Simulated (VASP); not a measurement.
Pt: single point with LDA

Pt:

```
Pt
1.0
    -1.61029    1.61029    1.61029
     1.61029   -1.61029    1.61029
     1.61029    1.61029   -1.61029
Pt
1
Direct
  0.00000 0.00000 0.00000
```

| Item | Value |
| --- | --- |
| Program | VASP 6.6.1 |
| Task | single point |
| Functional | LDA |
| Potentials or basis | VASP PAW LDA potentials, release 64 (Pt) |
| Cutoff | 520 eV |
| k mesh | 22 × 22 × 22 |
| Occupations | gaussian, width 0.15 eV |
| Spin | no spin polarisation |
| Dipole correction | no |
| Further INCAR settings | ALGO = Fast; EDIFF = 1e-06; NBANDS = 11 |

| Item | Value |
| --- | --- |
| Pressure | -24.1 GPa |
| Band gap on the k mesh | zero (band 5 reaches 10.01 eV, above the bottom of band 6 at 8.06 eV) |

Levels at points of the mesh, in eV from the Fermi level:
| k point | band 1 | band 2 | band 3 | band 4 | band 5 | band 6 | band 7 | band 8 | band 9 | band 10 |
| --- | --- | --- | --- | --- | --- | --- | --- | --- | --- | --- |
| (0.00, 0.00, 0.00) | -8.95 | -3.20 | -3.20 | -3.20 | -0.86 | -0.86 | 17.09 | 17.09 | 17.09 | 26.35 |
| (0.50, 0.00, 0.00) | -6.06 | -4.50 | -1.05 | -0.58 | 0.45 | 0.95 | 5.84 | 13.23 | 15.32 | 23.67 |
| (0.50, 0.50, 0.50) | -5.53 | -5.53 | 0.48 | 0.48 | 0.48 | 7.52 | 7.52 | 7.52 | 11.95 | 18.36 |

It took 38 s on 1 thread of Intel(R) Xeon(R) Platinum 8488C (Sapphire Rapids) (shared host), peak memory 0.18 GiB.

Caveat: spin-orbit coupling is left out, which moves the levels of the heavy elements.
